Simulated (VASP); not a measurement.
# LiF (F-43m) in VASP: settings compared

Aim: see how the results for LiF move with the level of theory and the settings. Levels: PBEsol, HSE06. Tasks: single point.

Everything below comes from runs of VASP 6.6.1. Logs are shortened: lines on timing, memory, paths and dates and some standing lists are left out, and cuts for length are marked.

## Step 1: The cell of the first run

It takes space group F-43m (No. 216, cubic). The conventional cell has a = 4.289 Å, b = 4.289 Å, c = 4.289 Å, α = 90.00°, β = 90.00°, γ = 90.00°. Within 2.5 Å of Li (site symmetry -43m) lie 4 F at 1.86 Å. F (site symmetry -43m) has 4 Li at 1.86 Å within 2.5 Å.

## Step 2: Single point, PBEsol

Contents of INCAR:

```
  PREC = Accurate
  ENCUT = 520
  EDIFF = 1E-6
  ISMEAR = 0
  SIGMA = 0.01
  LREAL = False
  LASPH = True
  NELM = 60
  ALGO = Normal
  ISIF = 2
  LWAVE = False
  LCHARG = False
  GGA = PS
  NBANDS = 12
```

Contents of KPOINTS:

```
Automatic mesh
0
Gamma
  8 8 8
```

Contents of POSCAR:

```
LiF
1.0
    0.0000000000      2.1446105480      2.1446105480
    2.1446105480      0.0000000000      2.1446105480
    2.1446105480      2.1446105480      0.0000000000
Li F
1 1
Direct
    0.0000000000      0.0000000000      0.0000000000
    0.2500000000      0.2500000000      0.2500000000
```

Potentials or basis: VASP PAW PBE potentials, release 64 (Li_sv, F).

Started as:

```bash
$ cat potpaw_PBE.64/Li_sv/POTCAR potpaw_PBE.64/F/POTCAR > POTCAR
$ mpirun -np 1 vasp_std > vasp.out
```

OUTCAR:

```text
PREC = Accurate
   ENCUT = 520
   EDIFF = 1E-6
   ISMEAR = 0
   LREAL = False
   LASPH = True
   NELM = 60
   ISIF = 2
   GGA = PS

 ion  position               nearest neighbor table
   1  0.000  0.000  0.000-   2 1.86   2 1.86   2 1.86   2 1.86
   2  0.250  0.250  0.250-   1 1.86   1 1.86   1 1.86   1 1.86

  LATTYP: Found a face centered cubic cell.
 ALAT       =     4.2892210960

  Lattice vectors:

 A1 = (   0.0000000000,   2.1446105480,   2.1446105480)
 A2 = (   2.1446105480,   0.0000000000,   2.1446105480)
 A3 = (   2.1446105480,   2.1446105480,   0.0000000000)

Analysis of symmetry for initial positions (statically):
=====================================================================
 Subroutine PRICEL returns:
 Original cell was already a primitive cell.

 Routine SETGRP: Setting up the symmetry group for a
 face centered cubic supercell.

 Subroutine GETGRP returns: Found 24 space group operations
 (whereof 24 operations were pure point group operations)
 out of a pool of 48 trial point group operations.

The static configuration has the point symmetry T_d .

Analysis of symmetry for dynamics (positions and initial velocities):
=====================================================================
 Subroutine PRICEL returns:
 Original cell was already a primitive cell.

 Routine SETGRP: Setting up the symmetry group for a
 face centered cubic supercell.

 Subroutine GETGRP returns: Found 24 space group operations
 (whereof 24 operations were pure point group operations)
 out of a pool of 48 trial point group operations.

The dynamic configuration has the point symmetry T_d .

 Subroutine INISYM returns: Found 24 space group operations
 (whereof 24 operations are pure point group operations),
 and found     1 'primitive' translations

----------------------------------------------------------------------------------------

                                     Primitive cell

  volume of cell :      19.7276

  direct lattice vectors                    reciprocal lattice vectors
     0.000000000  2.144610548  2.144610548    -0.233142563  0.233142563  0.233142563
     2.144610548  0.000000000  2.144610548     0.233142563 -0.233142563  0.233142563
     2.144610548  2.144610548  0.000000000     0.233142563  0.233142563 -0.233142563

  length of vectors
     3.032937323  3.032937323  3.032937323     0.403814765  0.403814765  0.403814765

  position of ions in fractional coordinates (direct lattice)
     0.000000000  0.000000000  0.000000000
     0.250000000  0.250000000  0.250000000

  ion indices of the primitive-cell ions
   primitive index   ion index
[... 87 lines left out ...]
   EMIN   =  10.00;   EMAX   =-10.00  energy-range for DOS
   EFERMI =   0.00;   METHOD = LEGACY
   ISMEAR =     0;   SIGMA  =   0.01  broadening in eV -4-tet -1-fermi 0-gaus
   EFERMI_NEDOS =   21; number of points for ismear=-14 and -15
   IALGO  =     38    algorithm
   IMIX   =      4    mixing-type and parameters
     AMIX     =   0.40;   BMIX     =  1.00
     AMIX_MAG =   1.60;   BMIX_MAG =  1.00
  volume/ion in A,a.u.               =       9.86        66.56
  Fermi-wavevector in a.u.,A,eV,Ry     =   1.305318  2.466694 23.182363  1.703856
  Thomas-Fermi vector in A             =   2.436195
   LORBIT       =      0    0 simple, 1 ext, 2 COOP (PROOUT), +10 PAW based schemes
   GGA     = PS    functional components
   LHFCALC =     F    Hartree Fock is set to
   AEXX    =    0.0000 exact exchange contribution
   IVDW    =     0    specifies the selected vdW correction
   LEPSILON=     F    determine dielectric tensor
   LRPA    =     F    only Hartree local field effects (RPA)
 non-spin polarized calculation
 Gauss-broadening in eV      SIGMA  =   0.01
  energy-cutoff  :      520.00
  volume of cell :       19.73
 maximum number of plane-waves:       544
   NGX = 11   NGY = 11   NGZ = 11

 number of electron      10.0000000 magnetization

 number of electron       9.9999987 magnetization

 Free energy of the ion-electron system (eV)
  ---------------------------------------------------
  ext. energy  EPLUGINS =         0.00000000
  ---------------------------------------------------
  free energy    TOTEN  =        -9.77863296 eV

  energy without entropy =       -9.77863296  energy(sigma->0) =       -9.77863296

 E-fermi :  -2.3946     XC(G=0):  -9.0658

 val. band max:       -2.6069011764   @ k =   0.0000   0.0000   0.0000
 cond. band min:       5.1376584111   @ k =   0.0000   0.0000   0.0000
 fundamental gap:      7.7445595875
 Fermi energy:        -2.3945589101

 k-point     1 :       0.0000    0.0000    0.0000
  band No.  band energies     occupation
      1     -42.2697      2.00000
      2     -21.8247      2.00000
      3      -2.6069      2.00000
      4      -2.6069      2.00000
      5      -2.6069      2.00000
      6       5.1377      0.00000
      7      16.7482      0.00000
      8      16.7482      0.00000
      9      16.7482      0.00000
     10      25.3470      0.00000
     11      25.3470      0.00000
     12      25.3470      0.00000
[... 331 lines left out ...]
 k-point    24 :      -0.3750    0.2500    0.1250
  band No.  band energies     occupation
      1     -42.2210      2.00000
      2     -21.6097      2.00000
      3      -4.4185      2.00000
      4      -3.2565      2.00000
      5      -3.0681      2.00000
      6       9.5177      0.00000
      7      11.7409      0.00000
      8      15.9592      0.00000
      9      17.0036      0.00000
     10      20.5468      0.00000
     11      24.6753      0.00000
     12      27.8165      0.00000

 [... further k-points ...]

------------------------ aborting loop because EDIFF is reached ----------------------------------------

  FORCE on cell =-STRESS in cart. coord.  units (eV):
  Direction    XX          YY          ZZ          XY          YZ          ZX
  --------------------------------------------------------------------------------------
  -------------------------------------------------------------------------------------
  Total        0.1053648      0.1053648      0.1053648     -0.0000000     -0.0000000     -0.0000000
  in kB        8.5571812      8.5571812      8.5571812     -0.0000000     -0.0000000     -0.0000000
  external PRESSURE =       8.5571812 kB  Pullay stress =       0.0000000 kB

 VOLUME and BASIS-vectors are now :
 -----------------------------------------------------------------------------
  energy-cutoff  :      520.00
  volume of cell :       19.73
      direct lattice vectors                 reciprocal lattice vectors
     0.000000000  2.144610548  2.144610548    -0.233142563  0.233142563  0.233142563
     2.144610548  0.000000000  2.144610548     0.233142563 -0.233142563  0.233142563
     2.144610548  2.144610548  0.000000000     0.233142563  0.233142563 -0.233142563

 POSITION                                       TOTAL-FORCE (eV/Angst)
 -----------------------------------------------------------------------------------
      0.00000      0.00000      0.00000         0.000000      0.000000      0.000000
      1.07231      1.07231      1.07231        -0.000000     -0.000000     -0.000000
 -----------------------------------------------------------------------------------
    total drift:                               -0.000000     -0.000000     -0.000000

  FREE ENERGIE OF THE ION-ELECTRON SYSTEM (eV)
  ---------------------------------------------------
  free  energy   TOTEN  =        -9.7786329565 eV

  energy  without entropy=       -9.7786329565  energy(sigma->0) =       -9.77863296
```

Wall time 5.5 s (1 thread of Intel Xeon Platinum 8559C (Emerald Rapids), shared host); peak memory 0.13 GiB.

What came out:

```yaml
Free_energy: -9.7786 eV
Band_gap_on_the_k_mesh: 7.74 eV
```

Caveat: the cutoff is under 1.25 times the usual one of these potentials, so pressure, stress and relaxed cells hold a basis-set (Pulay) error; the structure was generated, so it needn't be the stable form of LiF; the PAW data sets were made with another functional, which shifts forces and pressure a little.

## Step 3: Single point, HSE06

POSCAR is that of step 2.

Contents of INCAR.step1:

```
PREC     = Accurate       # precision mode
ENCUT    = 520            # plane-wave cutoff, eV
EDIFF    = 1E-5           # SCF threshold, eV
ISMEAR   = 0              # smearing method
SIGMA    = 0.01           # smearing width, eV
LREAL    = False          # projectors in reciprocal space
LASPH    = True           # aspherical terms in the spheres
NELM     = 60             # most SCF steps
ALGO     = Normal         # electronic algorithm
ISIF     = 2              # what is computed and relaxed
LWAVE    = True           # write WAVECAR
LCHARG   = False          # write CHGCAR
NBANDS   = 12             # bands
GGA      = PE             # functional
```

Contents of INCAR.step2:

```
PREC     = Accurate       # precision mode
ENCUT    = 520            # plane-wave cutoff, eV
EDIFF    = 1E-6           # SCF threshold, eV
ISMEAR   = 0              # smearing method
SIGMA    = 0.01           # smearing width, eV
LREAL    = False          # projectors in reciprocal space
LASPH    = True           # aspherical terms in the spheres
NELM     = 60             # most SCF steps
ALGO     = Normal         # electronic algorithm
ISIF     = 2              # what is computed and relaxed
LWAVE    = False          # write WAVECAR
LCHARG   = False          # write CHGCAR
GGA      = PE             # functional
LHFCALC  = True           # exact exchange
HFSCREEN = 0.2079         # screening, 1/A
PRECFOCK = Normal       
NBANDS   = 12             # bands
ISTART   = 1
```

Contents of KPOINTS:

```
Automatic mesh
0
Gamma
  4 4 4
```

Potentials or basis: VASP PAW PBE potentials, release 64 (Li_sv, F).

Started as:

```bash
$ cat potpaw_PBE.64/Li_sv/POTCAR potpaw_PBE.64/F/POTCAR > POTCAR
$ cp INCAR.step1 INCAR
$ mpirun -np 1 vasp_std > vasp.out
$ cp INCAR.step2 INCAR
$ mpirun -np 1 vasp_std > vasp.out
```

Wall time 43 s (1 thread of Intel Xeon Platinum 8559C (Emerald Rapids), shared host); peak memory 0.22 GiB.

It converged, with:

| Item | Value |
| --- | --- |
| Free energy | -11.3576 eV |
| Band gap on the k mesh | 10.09 eV |

Levels at points of the mesh, in eV from the valence-band top:
```csv
k point,band 1,band 2,band 3,band 4,band 5,band 6,band 7,band 8,band 9,band 10
"(0.00, 0.00, 0.00)",-42.36,-20.90,0.00,0.00,0.00,10.09,21.99,21.99,21.99,30.59
"(0.50, 0.00, 0.00)",-42.32,-20.71,-2.06,-0.27,-0.27,14.29,17.35,21.59,21.59,28.83
"(0.50, 0.50, 0.00)",-42.30,-20.65,-1.48,-0.84,-0.84,12.79,18.37,22.16,22.16,24.34
```

Caveat: the k points lie up to 0.63 Å⁻¹ apart; the cutoff is under 1.25 times the usual one of these potentials, so pressure, stress and relaxed cells hold a basis-set (Pulay) error; the structure was generated, so it needn't be the stable form of LiF; the PAW data sets were made with another functional, which shifts forces and pressure a little.
